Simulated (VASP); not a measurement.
# SiO2 (Stishovite) (P4_2/mnm) in VASP: further runs, part 2 of 2

VASP 6.6.1. Earlier steps stand in the parts before.

## Step 3: Single point, LDA

This run uses another cell than the first one, of 7.75 Å³/atom, 1.042 times its volume.

File INCAR:

```
SYSTEM = SiO2
  PREC = Accurate
  ENCUT = 520
  EDIFF = 1E-6
  ISMEAR = 0
  SIGMA = 0.01
  LREAL = .FALSE.
  LASPH = .TRUE.
  NELM = 100
  ALGO = Normal
  ISIF = 2
  LWAVE = .FALSE.
  LCHARG = .FALSE.
  NBANDS = 25
```

File KPOINTS:

```
regular mesh
0
G
  6 6 8
  0 0 0
```

File POSCAR:

```
SiO2
1.0
    4.1773000000      0.0000000000      0.0000000000
    0.0000000000      4.1773000000      0.0000000000
    0.0000000000      0.0000000000      2.6652000000
Si O
2 4
Direct
    0.0000000000      0.0000000000      0.0000000000
    0.5000000000      0.5000000000      0.5000000000
    0.3059000000      0.3059000000      0.0000000000
    0.1941000000      0.8059000000      0.5000000000
    0.6941000000      0.6941000000      0.0000000000
    0.8059000000      0.1941000000      0.5000000000
```

Potentials or basis: VASP PAW LDA potentials, release 64 (Si, O).

Started as:

```console
cat potpaw_LDA.64/Si/POTCAR potpaw_LDA.64/O/POTCAR > POTCAR
mpirun -np 1 vasp_std > vasp.out
```

Run time: 36 s. Hardware: 1 thread of Intel Xeon Platinum 8488C (Sapphire Rapids), shared host; peak memory 0.16 GiB.

The run converged. Its results:

* Free energy: -51.9670 eV
* Pressure: -2.6 GPa
* Largest force: 0.004 eV/Å
* Band gap on the k mesh: 5.62 eV, direct

Forces on the atoms (eV/Å):
```
Si   0.000  0.000  0.000
Si   0.000  0.000  0.000
O    0.003  0.003  0.000
O   -0.003  0.003  0.000
O   -0.003 -0.003  0.000
O    0.003 -0.003  0.000
```

Stress tensor (GPa, compression positive):
```
-3.20  0.00  0.00
 0.00 -3.20  0.00
 0.00  0.00 -1.42
```

Levels at points of the mesh, in eV from the valence-band top:
```tsv
k point	band 13	band 14	band 15	band 16	band 17	band 18	band 19	band 20
(0.00, 0.00, 0.00)	-2.55	-0.90	-0.90	0.00	5.62	6.44	8.33	8.33
(0.50, 0.00, 0.00)	-2.73	-2.73	-1.09	-1.09	7.63	7.63	8.88	8.88
(0.50, 0.50, 0.00)	-2.72	-2.72	-2.33	-2.33	7.28	7.28	9.87	9.87
(0.00, 0.00, 0.50)	-3.17	-3.17	-2.73	-2.73	8.90	8.90	12.39	12.39
(0.50, 0.00, 0.50)	-2.33	-2.33	-1.80	-1.80	8.59	8.59	9.70	9.70
(0.50, 0.50, 0.50)	-1.80	-1.80	-1.58	-1.58	7.04	7.04	10.75	10.75
```

A k mesh can miss the band edges.

## Step 4: Single point, LDA

This run uses another cell than the first one, of 8.06 Å³/atom, 1.083 times its volume.

File INCAR:

```
SYSTEM = SiO2
PREC = Accurate
ENCUT = 520
EDIFF = 1E-7
ISMEAR = 0
SIGMA = 0.01
LREAL = .False.
LASPH = .True.
NELM = 100
ALGO = Normal
ISIF = 2
LWAVE = .False.
LCHARG = .False.
GGA = CA
NBANDS = 25
```

File KPOINTS:

```
regular mesh
0
Gamma
  6 6 8
  0 0 0
```

POSCAR, as its differences from that of step 3:

```diff
@@ -2,5 +2,5 @@
 1.0
-    4.1773000000      0.0000000000      0.0000000000
-    0.0000000000      4.1773000000      0.0000000000
-    0.0000000000      0.0000000000      2.6652000000
+    4.2322707776      0.0000000000      0.0000000000
+    0.0000000000      4.2322707776      0.0000000000
+    0.0000000000      0.0000000000      2.7002724431
 Si O
```

Potentials or basis: VASP PAW LDA potentials, release 64 (Si, O).

Started as:

```console
cat potpaw_LDA.64/Si/POTCAR potpaw_LDA.64/O/POTCAR > POTCAR
mpirun -np 1 vasp_std > vasp.out
```

OUTCAR:

```text
SYSTEM = SiO2
   PREC = Accurate
   ENCUT = 520
   EDIFF = 1E-7
   ISMEAR = 0
   LREAL = .False.
   LASPH = .True.
   NELM = 100
   ISIF = 2
   GGA = CA

 ion  position               nearest neighbor table
   1  0.000  0.000  0.000-   4 1.78   6 1.78   4 1.78   6 1.78   5 1.83   3 1.83
   2  0.500  0.500  0.500-   3 1.78   5 1.78   3 1.78   5 1.78   4 1.83   6 1.83
   3  0.306  0.306  0.000-   2 1.78   2 1.78   1 1.83
   4  0.194  0.806  0.500-   1 1.78   1 1.78   2 1.83
   5  0.694  0.694  0.000-   2 1.78   2 1.78   1 1.83
   6  0.806  0.194  0.500-   1 1.78   1 1.78   2 1.83

[... 881 lines left out ...]
  -------------------------------------------------------------------------------------
  Total       -4.2291253     -4.2291253     -4.5007781      0.0000000      0.0000000      0.0000000
  in kB     -140.0898454   -140.0898454   -149.0883486      0.0000000      0.0000000      0.0000000
  external PRESSURE =    -143.0893465 kB  Pullay stress =       0.0000000 kB

 VOLUME and BASIS-vectors are now :
 -----------------------------------------------------------------------------
  energy-cutoff  :      520.00
  volume of cell :       48.37
      direct lattice vectors                 reciprocal lattice vectors
     4.232270778  0.000000000  0.000000000     0.236279778  0.000000000  0.000000000
     0.000000000  4.232270778  0.000000000     0.000000000  0.236279778  0.000000000
     0.000000000  0.000000000  2.700272443     0.000000000  0.000000000  0.370333002

 POSITION                                       TOTAL-FORCE (eV/Angst)
 -----------------------------------------------------------------------------------
      0.00000      0.00000      0.00000         0.000000      0.000000      0.000000
      2.11614      2.11614      1.35014         0.000000      0.000000      0.000000
      1.29465      1.29465      0.00000         0.180766      0.180766      0.000000
      0.82148      3.41079      1.35014        -0.180766      0.180766      0.000000
      2.93762      2.93762      0.00000        -0.180766     -0.180766     -0.000000
      3.41079      0.82148      1.35014         0.180766     -0.180766     -0.000000
 -----------------------------------------------------------------------------------
    total drift:                                0.000000      0.000000     -0.000000

  FREE ENERGIE OF THE ION-ELECTRON SYSTEM (eV)
  ---------------------------------------------------
  free  energy   TOTEN  =       -51.8707502260 eV

  energy  without entropy=      -51.8707502260  energy(sigma->0) =      -51.87075023
```

Run time: 47 s. Hardware: 1 thread of Intel Xeon Platinum 8488C (Sapphire Rapids), shared host; peak memory 0.16 GiB.

What came out:

```
Free energy            : -51.8708 eV
Pressure               : -14.3 GPa
Largest force          : 0.256 eV/Å
Band gap on the k mesh : 4.93 eV, direct
```

Forces in eV/Å, atoms in the order of the input:
```
Si   0.000  0.000  0.000
Si   0.000  0.000  0.000
O    0.181  0.181  0.000
O   -0.181  0.181  0.000
O   -0.181 -0.181  0.000
O    0.181 -0.181  0.000
```

A k mesh can miss the band edges. Expect the measured gap to be larger: semilocal functionals such as LDA lack the derivative discontinuity.

## Step 5: Single point, LDA

This run uses another cell than the first one, of 8.37 Å³/atom, 1.125 times its volume.

File INCAR:

```
ALGO = Normal
EDIFF = 1E-7
ENCUT = 520
ISIF = 2
ISMEAR = 0
LASPH = True
LCHARG = True
LELF = True
LREAL = False
LVHAR = True
LWAVE = False
NBANDS = 25
NELM = 100
PREC = Accurate
SIGMA = 0.01
```

File KPOINTS:

```
k-points
0
Gamma
  6 6 8
```

POSCAR, as its differences from that of step 4:

```diff
@@ -2,5 +2,5 @@
 1.0
-    4.2322707776      0.0000000000      0.0000000000
-    0.0000000000      4.2322707776      0.0000000000
-    0.0000000000      0.0000000000      2.7002724431
+    4.2858495132      0.0000000000      0.0000000000
+    0.0000000000      4.2858495132      0.0000000000
+    0.0000000000      0.0000000000      2.7344567358
 Si O
```

Started as:

```console
cat potpaw_LDA.64/Si/POTCAR potpaw_LDA.64/O/POTCAR > POTCAR
mpirun -np 1 vasp_std > vasp.out
```

Wall time 43 s (1 thread of Intel Xeon Platinum 8488C (Sapphire Rapids), shared host); peak memory 0.16 GiB.

The run converged. Its results:

```yaml
Free_energy: -51.6513 eV
Pressure: -23.8 GPa
Largest_force: 0.476 eV/Å
Band_gap_on_the_k_mesh: 4.29 eV, direct
```

Forces on the atoms (eV/Å):
```
Si   0.000  0.000  0.000
Si   0.000  0.000  0.000
O    0.336  0.336  0.000
O   -0.336  0.336  0.000
O   -0.336 -0.336  0.000
O    0.336 -0.336  0.000
```

Stress tensor (GPa, compression positive):
```
-22.77   0.00   0.00
  0.00 -22.77   0.00
  0.00   0.00 -25.93
```

Levels at points of the mesh, in eV from the valence-band top:
```tsv
k point	band 13	band 14	band 15	band 16	band 17	band 18	band 19	band 20
(0.00, 0.00, 0.00)	-2.48	-0.86	-0.86	0.00	4.29	6.13	7.68	7.68
(0.50, 0.00, 0.00)	-2.57	-2.57	-1.01	-1.01	6.61	6.61	8.29	8.29
(0.50, 0.50, 0.00)	-2.56	-2.56	-2.08	-2.08	6.37	6.37	9.15	9.15
(0.00, 0.00, 0.50)	-2.82	-2.82	-2.46	-2.46	7.88	7.88	11.63	11.63
(0.50, 0.00, 0.50)	-2.16	-2.16	-1.62	-1.62	7.73	7.73	8.86	8.86
(0.50, 0.50, 0.50)	-1.66	-1.66	-1.42	-1.42	6.11	6.11	10.17	10.17
```

## Step 6: Single point, LDA

This run uses another cell than the first one, of 8.68 Å³/atom, 1.167 times its volume.

File INCAR:

```
SYSTEM = SiO2
PREC     = Accurate       ! precision mode
ENCUT    = 520            ! plane-wave cutoff, eV
EDIFF    = 1E-6           ! SCF threshold, eV
ISMEAR   = 0              ! smearing method
SIGMA    = 0.01           ! smearing width, eV
LREAL    = .False.        ! projectors in reciprocal space
LASPH    = .True.         ! aspherical terms in the spheres
NELM     = 100            ! most SCF steps
ALGO     = Normal         ! electronic algorithm
ISIF     = 2              ! what is computed and relaxed
LWAVE    = .False.        ! write WAVECAR
LCHARG   = .False.        ! write CHGCAR
GGA      = CA             ! functional
NBANDS   = 25             ! bands
```

File KPOINTS:

```
regular mesh
0
Gamma
  6 6 8
  0 0 0
```

POSCAR, as its differences from that of step 5:

```diff
@@ -2,5 +2,5 @@
 1.0
-    4.2858495132      0.0000000000      0.0000000000
-    0.0000000000      4.2858495132      0.0000000000
-    0.0000000000      0.0000000000      2.7344567358
+    4.3381211223      0.0000000000      0.0000000000
+    0.0000000000      4.3381211223      0.0000000000
+    0.0000000000      0.0000000000      2.7678070561
 Si O
```

Potentials or basis: VASP PAW LDA potentials, release 64 (Si, O).

Started as:

```console
cat potpaw_LDA.64/Si/POTCAR potpaw_LDA.64/O/POTCAR > POTCAR
mpirun -np 1 vasp_std > vasp.out
```

It took 40 s on 1 thread of Intel Xeon Platinum 8488C (Sapphire Rapids), shared host; peak memory 0.17 GiB.

It converged, with:

```
Free energy            : -51.3321 eV
Pressure               : -31.5 GPa
Largest force          : 0.668 eV/Å
Band gap on the k mesh : 3.70 eV, direct
```

Forces on the atoms (eV/Å):
```
Si   0.000  0.000  0.000
Si   0.000  0.000  0.000
O    0.473  0.473  0.000
O   -0.473  0.473  0.000
O   -0.473 -0.473  0.000
O    0.473 -0.473  0.000
```

Stress tensor (GPa, compression positive):
```
-29.82   0.00   0.00
  0.00 -29.82   0.00
  0.00   0.00 -34.89
```

Levels at points of the mesh, in eV from the valence-band top:
| k point | band 12 | band 13 | band 14 | band 15 | band 16 | band 17 | band 18 | band 19 | band 20 | band 21 |
| --- | --- | --- | --- | --- | --- | --- | --- | --- | --- | --- |
| (0.00, 0.00, 0.00) | -2.88 | -2.44 | -0.84 | -0.84 | 0.00 | 3.70 | 5.96 | 7.39 | 7.39 | 10.32 |
| (0.50, 0.00, 0.00) | -3.48 | -2.50 | -2.50 | -0.97 | -0.97 | 6.13 | 6.13 | 8.03 | 8.03 | 10.03 |
| (0.50, 0.50, 0.00) | -2.98 | -2.48 | -2.48 | -1.98 | -1.98 | 5.95 | 5.95 | 8.83 | 8.83 | 11.63 |
| (0.00, 0.00, 0.50) | -4.34 | -2.66 | -2.66 | -2.34 | -2.34 | 7.41 | 7.41 | 11.21 | 11.21 | 11.28 |
| (0.50, 0.00, 0.50) | -3.60 | -2.08 | -2.08 | -1.54 | -1.54 | 7.32 | 7.32 | 8.48 | 8.48 | 11.54 |
| (0.50, 0.50, 0.50) | -4.22 | -1.60 | -1.60 | -1.35 | -1.35 | 5.69 | 5.69 | 9.88 | 9.88 | 10.83 |

A k mesh can miss the band edges.

## Step 7: The runs side by side

```tsv
cell	gap on the mesh (eV)	pressure (GPa)	largest force (eV/Å)
a = 4.121, b = 4.121, c = 2.629 Å, 6 atoms	6.38	11.9	0.29
a = 4.177, b = 4.177, c = 2.665 Å, 6 atoms	5.62	-2.6	-
a = 4.232, b = 4.232, c = 2.700 Å, 6 atoms	4.93	-14.3	0.26
a = 4.286, b = 4.286, c = 2.734 Å, 6 atoms	4.29	-23.8	0.48
a = 4.338, b = 4.338, c = 2.768 Å, 6 atoms	3.70	-31.5	0.67
```

Alike in all rows: task single point; level LDA; potentials or basis VASP PAW LDA potentials, release 64 (Si, O); no spin polarisation; k mesh 6 × 6 × 8; cutoff (eV) 520; smearing gaussian 0.01 eV.

Total energies depend on the potentials used, so only differences within one code and one set of settings carry meaning.
